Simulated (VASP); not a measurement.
Crystal: NaF.

```xyz
2
Lattice="0.0000 2.2972 2.2972 2.2972 0.0000 2.2972 2.2972 2.2972 0.0000" Properties=species:S:1:pos:R:3 pbc="T T T"
Na    0.0000    0.0000    0.0000
F     2.2972    2.2972    2.2972
```

Base run:

| Property | Result |
| --- | --- |
| Program | VASP 6.6.1 |
| Functional | PBE |
| Potentials or basis | VASP PAW PBE potentials, release 64 (Na_pv, F) |
| Cutoff | 520 eV |
| k mesh | 10 × 10 × 10 |
| Occupations | gaussian, width 0.01 eV |
| Spin | no spin polarisation |

Its results: band gap on the k mesh 6.44 eV; pressure 3.5 GPa.

**Question.** After a change of settings the same cell gave: band gap on the k mesh 9.38 eV; pressure 1.6 GPa. Which change was it?
A. functional from PBE to PBE0; k mesh from 10 × 10 × 10 to 6 × 6 × 6
B. k mesh from 10 × 10 × 10 to 6 × 6 × 6
C. functional from PBE to r2SCAN; k mesh from 10 × 10 × 10 to 6 × 6 × 6
D. functional from PBE to HSE06; k mesh from 10 × 10 × 10 to 6 × 6 × 6

**Answer.** A.

Caveats: the cell stands under pressure (at least some runs); the PAW data sets were made with another functional, which shifts forces and pressure a little (at least some runs).
